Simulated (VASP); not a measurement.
A run of VASP 6.6.1 is set up as follows.

File INCAR:

```
SYSTEM = Pt
ALGO = Normal
EDIFF = 1E-7
ENCUT = 520
GGA = PE
ISIF = 2
ISMEAR = 0
LASPH = .TRUE.
LCHARG = .FALSE.
LREAL = .FALSE.
LWAVE = .FALSE.
NBANDS = 11
NELM = 80
PREC = Accurate
SIGMA = 0.022
```

File KPOINTS:

```
k-points
0
G
  12 12 12
  0 0 0
```

File POSCAR:

```
Pt
1.0
    0.0000000000      1.9609000000      1.9609000000
    1.9609000000      0.0000000000      1.9609000000
    1.9609000000      1.9609000000      0.0000000000
Pt
1
Direct
    0.0000000000      0.0000000000      0.0000000000
```

Potentials or basis: VASP PAW PBE potentials, release 64 (Pt).

Run with:

```sh
$ cat potpaw_PBE.64/Pt/POTCAR > POTCAR
$ mpirun -np 1 vasp_std > vasp.out
```

Problem. Estimate the pressure.

Solution. 9.7 GPa.

Problem. Estimate the band gap on the k mesh.

Solution. Zero (band 5 reaches 11.78 eV, above the bottom of band 6 at 9.54 eV).

Caveat: spin-orbit coupling is left out, which moves the levels of the heavy elements.
